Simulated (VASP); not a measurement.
Mg, 1 atom in the cell. Symmetry: C2/m, No. 12, monoclinic system. The conventional cell has a = 3.051 Å, b = 5.283 Å, c = 3.046 Å, α = 90.00°, β = 92.58°, γ = 90.00°. Mg (site symmetry 2/m) has 8 Mg at 3.05 Å within 4.0 Å.  This cell differs from its parent crystal: strain +0.0450 x Voigt [0, 0, 0, 0, 1, 0].

```yaml
Program: VASP 6.6.1
Task: single point
Functional: PBE
Potentials_or_basis: VASP PAW PBE potentials, release 64 (Mg)
Cutoff: 520 eV
k_mesh: 18 × 18 × 16
Occupations: gaussian, width 0.15 eV
Spin: no spin polarisation
Dipole_correction: no
Further_INCAR_settings: ALGO = Fast; EDIFF = 1e-06; NBANDS = 7
```

Potentials or basis: VASP PAW PBE potentials, release 64 (Mg).

Launch:

```bash
$ cat potpaw_PBE.64/Mg/POTCAR > POTCAR
$ mpirun -np 1 vasp_std > vasp.out
```

Hardware: 1 thread of Intel Xeon 8259CL, with other jobs on the host.

**Question.** How long does it take, and how much memory?

**Answer.** Wall time 74 s on 1 thread of Intel Xeon 8259CL, on a shared host, peak memory 0.35 GiB. Counts: scf iterations 9, k points 1379.
